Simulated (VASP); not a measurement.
# HW12C12F in VASP: single point with PBE+D3(BJ)

Aim: the single point of HW12C12F with PBE+D3(BJ).

Everything below comes from runs of VASP 6.6.1. Logs are shortened: lines on timing, memory, paths and dates and some standing lists are left out, and cuts for length are marked.

## (1) The cell of the first run

The cell holds a slab with vacuum, 26 atoms: a = 5.715 Å, b = 5.608 Å, c = 18.599 Å, α = 90.00°, β = 90.00°, γ = 90.00°.

## (2) Single point, PBE+D3(BJ)

INCAR reads:

```
SYSTEM = HW12C12F
PREC     = Accurate       ! precision mode
ENCUT    = 520            ! plane-wave cutoff, eV
EDIFF    = 1E-7           ! SCF threshold, eV
ISMEAR   = -1             ! smearing method
SIGMA    = 0.1            ! smearing width, eV
LREAL    = Auto         
LASPH    = .TRUE.         ! aspherical terms in the spheres
NELM     = 80             ! most SCF steps
ALGO     = Normal         ! electronic algorithm
ISIF     = 2              ! what is computed and relaxed
LWAVE    = .FALSE.        ! write WAVECAR
LCHARG   = .FALSE.        ! write CHGCAR
GGA      = PE             ! functional
IVDW     = 12             ! dispersion correction
NBANDS   = 131            ! bands
```

KPOINTS reads:

```
Automatic mesh
0
G
  3 3 1
  0 0 0
```

POSCAR reads:

```
HW12C12F
1.0
    5.7147400000      0.0000000000      0.0000000000
    0.0000000000      5.6084200000      0.0000000000
    0.0000000000      0.0000000000     18.5988130000
W C F H
12 12 1 1
Direct
    0.0000000000      0.0000000000      0.0537668721
    0.2493026804      0.0056878764      0.1855172155
   -0.0301326045      0.0009628380      0.3253863566
    0.0000000000      0.4999982170      0.0537668721
    0.2187326108      0.5088064018      0.1928671470
   -0.0183560407      0.4984469779      0.3255691640
    0.5000052496      0.0000000000      0.0537668721
    0.7417835282      0.0098245139      0.1889851788
    0.4933732768      0.0129983133      0.3256605677
    0.5000052496      0.4999982170      0.0537668721
    0.7281696105      0.5008362426      0.1860817677
    0.4807742784      0.5189340313      0.3251175223
   -0.0008574318      0.2377496692      0.1357290920
    0.2267644722      0.2492324041      0.2735497152
   -0.2344463615      0.2721443829      0.3578185339
   -0.0016973651      0.7582349396      0.1399928049
    0.2294767566      0.7546688729      0.2809856737
   -0.0917627049      0.7546510425      0.4121768416
    0.4823841505      0.2412979056      0.1399981816
    0.7244949027      0.2575770003      0.2724636244
    0.2556896727      0.2328463275      0.3632543647
    0.4909934660      0.7443807703      0.1374066184
    0.6971970728      0.7507818601      0.2710871925
    0.6944322926      0.7788646357      0.3892237639
    0.3291663313      0.6964171728      0.4786757090
    0.1645919149      0.7318995368      0.4764282538
```

Potentials or basis: VASP PAW PBE potentials, release 64 (W_sv, C, F, H).

Launch:

```sh
$ cat potpaw_PBE.64/W_sv/POTCAR potpaw_PBE.64/C/POTCAR potpaw_PBE.64/F/POTCAR potpaw_PBE.64/H/POTCAR > POTCAR
$ mpirun -np 1 vasp_std > vasp.out
```

OUTCAR:

```text
SYSTEM = HW12C12F
   PREC = Accurate
   ENCUT = 520
   EDIFF = 1E-7
   ISMEAR = -1
   LREAL = Auto
   LASPH = .TRUE.
   NELM = 80
   ISIF = 2
   GGA = PE
   IVDW = 12
 IVDW          = 12

 ion  position               nearest neighbor table
   1  0.000  0.000  0.054-  13 2.03  16 2.10   4 2.80   4 2.80   2 2.83   7 2.86   7 2.86   8 2.92

   2  0.249  0.006  0.186-  19 2.06  14 2.14  13 2.14  16 2.17  22 2.20  17 2.27   5 2.80   8 2.82
                             5 2.83   1 2.83   7 2.84   8 2.90   9 2.96   3 3.05
   3  0.970  0.001  0.325-  15 2.01  18 2.15  17 2.19  21 2.20  20 2.24  14 2.24  23 2.33  24 2.33
                             9 2.72   6 2.79   6 2.82   8 2.85   9 2.99   2 3.05
   4  0.000  0.500  0.054-  13 2.12  16 2.16   1 2.80   1 2.80  10 2.86  10 2.86   5 2.87  11 2.91

   5  0.219  0.509  0.193-  14 2.09  16 2.12  17 2.14  13 2.24  22 2.29  19 2.34   2 2.80  11 2.81
                             6 2.82   2 2.83   4 2.87  12 2.88  11 2.91  10 3.05
   6  0.982  0.498  0.326-  15 1.87  17 2.18  18 2.20  14 2.20  20 2.23  21 2.27  23 2.38  24 2.56
                             3 2.79   5 2.82   3 2.82  12 2.85  12 2.86  11 2.97
   7  0.500  0.000  0.054-  19 2.10  22 2.12  10 2.80  10 2.80   2 2.84   1 2.86   1 2.86   8 2.87

   8  0.742  0.010  0.189-  20 2.09  23 2.12  19 2.17  13 2.19  16 2.23  22 2.28  11 2.76   2 2.82
                             3 2.85  11 2.86   7 2.87   2 2.90   9 2.91   1 2.92
   9  0.493  0.013  0.326-  21 1.96  24 2.11  23 2.13  20 2.15  15 2.21  14 2.24  17 2.25   3 2.72
                            12 2.77  12 2.84   8 2.91   2 2.96   3 2.99
  10  0.500  0.500  0.054-  22 2.07  19 2.17  11 2.78   7 2.80   7 2.80   4 2.86   4 2.86   5 3.05

  11  0.728  0.501  0.186-  20 2.11  23 2.12  22 2.13  19 2.20  16 2.28  13 2.33   8 2.76  10 2.78
                             5 2.81   8 2.86   4 2.91   5 2.91  12 2.95   6 2.97
  12  0.481  0.519  0.325-  23 2.06  17 2.12  21 2.18  15 2.22  24 2.24  20 2.25  14 2.31   9 2.77
                             9 2.84   6 2.85   6 2.86   5 2.88  11 2.95
  13  0.999  0.238  0.136-   1 2.03   4 2.12   2 2.14   8 2.19   5 2.24  11 2.33
  14  0.227  0.249  0.274-  21 1.68   5 2.09   2 2.14   6 2.20   9 2.24   3 2.24  12 2.31
  15  0.766  0.272  0.358-  20 1.61   6 1.87   3 2.01   9 2.21  12 2.22
  16  0.998  0.758  0.140-   1 2.10   5 2.12   4 2.16   2 2.17   8 2.23  11 2.28
  17  0.229  0.755  0.281-  12 2.12   5 2.14   6 2.18   3 2.19   9 2.25   2 2.27
  18  0.908  0.755  0.412-  24 1.30   3 2.15   6 2.20
  19  0.482  0.241  0.140-   2 2.06   7 2.10  10 2.17   8 2.17  11 2.20   5 2.34
  20  0.724  0.258  0.272-  15 1.61   8 2.09  11 2.11   9 2.15   6 2.23   3 2.24  12 2.25
  21  0.256  0.233  0.363-  14 1.68   9 1.96  12 2.18   3 2.20   6 2.27
  22  0.491  0.744  0.137-  10 2.07   7 2.12  11 2.13   2 2.20   8 2.28   5 2.29
  23  0.697  0.751  0.271-  12 2.06  11 2.12   8 2.12   9 2.13   3 2.33   6 2.38
  24  0.694  0.779  0.389-  18 1.30   9 2.11  12 2.24   3 2.33   6 2.56
  25  0.329  0.696  0.479-  26 0.96
  26  0.165  0.732  0.476-  25 0.96

  LATTYP: Found a simple orthorhombic cell.
 ALAT       =     5.6084200000
 B/A-ratio  =     1.0189572108
 C/A-ratio  =     3.3162304178

  Lattice vectors:

 A1 = (   0.0000000000,  -5.6084200000,   0.0000000000)
 A2 = (   5.7147400000,   0.0000000000,   0.0000000000)
 A3 = (   0.0000000000,   0.0000000000,  18.5988130000)

Analysis of symmetry for initial positions (statically):
=====================================================================
 Subroutine PRICEL returns:
 Original cell was already a primitive cell.

 Routine SETGRP: Setting up the symmetry group for a
 simple orthorhombic supercell.

 Subroutine GETGRP returns: Found  1 space group operations
 (whereof  1 operations were pure point group operations)
 out of a pool of  8 trial point group operations.

The static configuration has the point symmetry C_1 .

Analysis of symmetry for dynamics (positions and initial velocities):
=====================================================================
 Subroutine PRICEL returns:
 Original cell was already a primitive cell.

 Routine SETGRP: Setting up the symmetry group for a
 simple orthorhombic supercell.

 Subroutine GETGRP returns: Found  1 space group operations
 (whereof  1 operations were pure point group operations)
 out of a pool of  8 trial point group operations.

The dynamic configuration has the point symmetry C_1 .

 Subroutine INISYM returns: Found  1 space group operations
 (whereof  1 operations are pure point group operations),
 and found     1 'primitive' translations

----------------------------------------------------------------------------------------

                                     Primitive cell

  volume of cell :     596.1043

  direct lattice vectors                    reciprocal lattice vectors
     5.714740000  0.000000000  0.000000000     0.174986089  0.000000000  0.000000000
     0.000000000  5.608420000  0.000000000     0.000000000  0.178303337  0.000000000
     0.000000000  0.000000000 18.598813000     0.000000000  0.000000000  0.053766872

  length of vectors
     5.714740000  5.608420000 18.598813000     0.174986089  0.178303337  0.053766872

  position of ions in fractional coordinates (direct lattice)
     0.000000000  0.000000000  0.053766872
     0.249302680  0.005687876  0.185517215
     0.969867396  0.000962838  0.325386357
     0.000000000  0.499998217  0.053766872
     0.218732611  0.508806402  0.192867147
     0.981643959  0.498446978  0.325569164
[... 18 lines left out ...]
     0.329166331  0.696417173  0.478675709
     0.164591915  0.731899537  0.476428254

  ion indices of the primitive-cell ions
   primitive index   ion index
                 1           1
                 2           2
                 3           3
                 4           4
                 5           5
                 6           6
[... 18 lines left out ...]
                25          25
                26          26

----------------------------------------------------------------------------------------

 KPOINTS: Automatic mesh

Automatic generation of k-mesh.
 Grid dimensions read from file:
 generate k-points for:    3    3    1

 Generating k-lattice:

  Cartesian coordinates                     Fractional coordinates (reciprocal lattice)
     0.058328696  0.000000000  0.000000000     0.333333333  0.000000000  0.000000000
     0.000000000  0.059434446  0.000000000     0.000000000  0.333333333  0.000000000
     0.000000000  0.000000000  0.053766872     0.000000000  0.000000000  1.000000000

  Length of vectors
     0.058328696  0.059434446  0.053766872

  Shift w.r.t. Gamma in fractional coordinates (k-lattice)
     0.000000000  0.000000000  0.000000000

 Subroutine IBZKPT returns following result:
 ===========================================

 Found      5 irreducible k-points:

 Following reciprocal coordinates:
            Coordinates               Weight
  0.000000  0.000000  0.000000      1.000000
  0.333333  0.000000  0.000000      2.000000
  0.000000  0.333333  0.000000      2.000000
  0.333333  0.333333  0.000000      2.000000
 -0.333333  0.333333  0.000000      2.000000
   k-points           NKPTS =      5   k-points in BZ     NKDIM =      5   number of bands    NBANDS=    131
   number of dos      NEDOS =    301   number of ions     NIONS =     26
   total plane-waves  NPLWV = 282240
   dimension x,y,z NGX =    48 NGY =   42 NGZ =  140
   dimension x,y,z NGXF=    96 NGYF=   84 NGZF=  280
   ions per type =              12  12   1   1
   NGX,Y,Z   is equivalent  to a cutoff of  13.96, 12.45, 12.51 a.u.
   NGXF,Y,Z  is equivalent  to a cutoff of  27.93, 24.90, 25.03 a.u.
 SYSTEM =  HW12C12F
   PREC   = accura    normal or accurate (medium, high low for compatibility)
   ISTART =      0    job   : 0-new  1-cont  2-samecut
   ICHARG =      2    charge: 1-file 2-atom 10-const
   ISPIN  =      1    spin polarized calculation?
   LNONCOLLINEAR =      F non collinear calculations
   LSORBIT =      F    spin-orbit coupling
   LASPH  =      T    aspherical Exc in radial PAW
   ENCUT  =  520.0 eV  38.22 Ry    6.18 a.u.  10.63 10.43 34.58*2*pi/ulx,y,z
   NELM   =     80;   NELMIN=  2; NELMDL= -5     # of ELM steps
   EDIFF  = 0.1E-06   stopping-criterion for ELM
   LREAL  =      T    real-space projection
   EDIFFG = 0.1E-05   stopping-criterion for IOM
   NSW    =      0    number of steps for IOM
   IBRION =     -1    ionic relax: 0-MD 1-quasi-New 2-CG
   NFREE  =      0    steps in history (QN), initial steepest desc. (CG)
   ISIF   =      2    stress and relaxation
   ISYM   =      2    0-nonsym 1-usesym 2-fastsym
   POTIM  = 0.5000    time-step for ionic-motion
   TEBEG  =    0.0;   TEEND  =   0.0 temperature during run
   PSTRESS=    0.0 pullay stress
   NELECT =     224.0000    total number of electrons
   NUPDOWN=      -1.0000    fix difference up-down
   EMIN   =  10.00;   EMAX   =-10.00  energy-range for DOS
   EFERMI =   0.00;   METHOD = LEGACY
   ISMEAR =    -1;   SIGMA  =   0.10  broadening in eV -4-tet -1-fermi 0-gaus
   EFERMI_NEDOS =   21; number of points for ismear=-14 and -15
   IALGO  =     38    algorithm
   IMIX   =      4    mixing-type and parameters
     AMIX     =   0.40;   BMIX     =  1.00
     AMIX_MAG =   1.60;   BMIX_MAG =  1.00
  volume/ion in A,a.u.               =      22.93       154.72
  Fermi-wavevector in a.u.,A,eV,Ry     =   1.181363  2.232453 18.988548  1.395619
  Thomas-Fermi vector in A             =   2.317638
   LORBIT       =      0    0 simple, 1 ext, 2 COOP (PROOUT), +10 PAW based schemes
   GGA     = PE    functional components
   LHFCALC =     F    Hartree Fock is set to
   AEXX    =    0.0000 exact exchange contribution
   IVDW    =    12    specifies the selected vdW correction
   LEPSILON=     F    determine dielectric tensor
   LRPA    =     F    only Hartree local field effects (RPA)
 non-spin polarized calculation
  energy-cutoff  :      520.00
  volume of cell :      596.10
 maximum number of plane-waves:     16085
 NGX is ok and might be reduce to    42
   NGX = 21   NGY = 21   NGZ = 69

 number of electron     223.9999961 magnetization

 Free energy of the ion-electron system (eV)
  ---------------------------------------------------
  ext. energy  EPLUGINS =         0.00000000
  ---------------------------------------------------
  free energy    TOTEN  =      -253.84539848 eV

  energy without entropy =     -253.47836080  energy(sigma->0) =     -253.66187964

 E-fermi :   2.1050     XC(G=0):  -7.0694

 val. band max:        2.0723357804   @ k =   0.0000   0.0000   0.0000
 cond. band min:       2.1333566248   @ k =   0.3333   0.3333   0.0000
 fundamental gap:      0.0610208444
 Fermi energy:         2.1050491517

 k-point     1 :       0.0000    0.0000    0.0000
  band No.  band energies     occupation
      1     -72.7257      2.00000
      2     -72.6871      2.00000
      3     -72.6680      2.00000
      4     -72.6277      2.00000
      5     -72.4821      2.00000
      6     -72.4052      2.00000
[... 624 lines left out ...]
    123       3.4189      0.00000
    124       3.5157      0.00000
 [bands above 124 left out]

------------------------ aborting loop because EDIFF is reached ----------------------------------------

 Edisp (eV)   -8.07343

 E8    (eV) :    -3.7878

  FORCE on cell =-STRESS in cart. coord.  units (eV):
  Direction    XX          YY          ZZ          XY          YZ          ZX
  --------------------------------------------------------------------------------------
  -------------------------------------------------------------------------------------
  Total      13.50814    20.01699     9.97880     0.75538    -3.85733    -0.99585
  in kB      36.30645    53.80061    26.82050     2.03026   -10.36752    -2.67659
  external pressure =       38.98 kB  Pullay stress =        0.00 kB

 VOLUME and BASIS-vectors are now :
 -----------------------------------------------------------------------------
  energy-cutoff  :      520.00
  volume of cell :      596.10
      direct lattice vectors                 reciprocal lattice vectors
     5.714740000  0.000000000  0.000000000     0.174986089  0.000000000  0.000000000
     0.000000000  5.608420000  0.000000000     0.000000000  0.178303337  0.000000000
     0.000000000  0.000000000 18.598813000     0.000000000  0.000000000  0.053766872

 POSITION                                       TOTAL-FORCE (eV/Angst)
 -----------------------------------------------------------------------------------
      0.00000      0.00000      1.00000        -0.242492     -0.388151     -1.109853
      1.42470      0.03190      3.45040        -1.479507     -1.268750      2.058905
      5.54254      0.00540      6.05180         1.565765     -0.795246     -1.319661
      0.00000      2.80420      1.00000        -0.186916      0.309418     -0.191238
      1.25000      2.85360      3.58710         2.253783     -0.204014     -1.747259
      5.60984      2.79550      6.05520         2.418888      2.770639     -1.265101
[... 18 lines left out ...]
      1.88110      3.90580      8.90280         0.258861     -0.029888      0.351414
      0.94060      4.10480      8.86100        -0.308736     -0.083088     -0.465730
 -----------------------------------------------------------------------------------
    total drift:                               -0.010686     -0.023669      0.013897

  FREE ENERGIE OF THE ION-ELECTRON SYSTEM (eV)
  ---------------------------------------------------
  free  energy   TOTEN  =      -261.9188281612 eV

  energy  without entropy=     -261.5517904839  energy(sigma->0) =     -261.73530932
```

Run time: 18 min. Hardware: 1 thread of AMD EPYC 7R13 (Zen 3), shared host; peak memory 0.7 GiB.

Results:

* Free energy: -261.9188 eV
* Largest force: 5.850 eV/Å
* Band gap on the k mesh: 0.06 eV, indirect (least direct gap 0.10 eV)
* Dispersion energy per atom: -0.311 eV

Forces on the atoms (eV/Å):
```
W   -0.242 -0.388 -1.110
W   -1.480 -1.269  2.059
W    1.566 -0.795 -1.320
W   -0.187  0.309 -0.191
W    2.254 -0.204 -1.747
W    2.419  2.771 -1.265
W   -0.063 -0.053 -0.621
W   -0.524 -2.009 -1.348
W    0.539 -0.380 -0.917
W   -0.339 -0.262 -0.590
W    1.079  0.822  0.164
W    0.065 -1.714 -0.530
C   -0.670  1.639  1.263
C   -0.315  0.105  1.092
C   -4.940 -2.042  2.378
C   -0.950 -0.664  0.102
C    0.269  0.625 -0.055
C    1.863 -0.509  1.097
C    0.764  1.360 -0.241
C    0.027  0.225  0.859
C   -2.460  1.594  0.677
C   -0.393  0.714  0.851
C    3.067  0.086 -0.831
C   -1.298  0.152  0.338
F    0.259 -0.030  0.351
H   -0.309 -0.083 -0.466
```

Levels at points of the mesh, in eV from the valence-band top:
```csv
k point,band 110,band 111,band 112,band 113,band 114,band 115
"(0.00, 0.00, 0.00)",-0.31,-0.24,0.00,0.23,0.63,0.71
```

Caveat: spin-orbit coupling is left out, which moves the levels of the heavy elements.
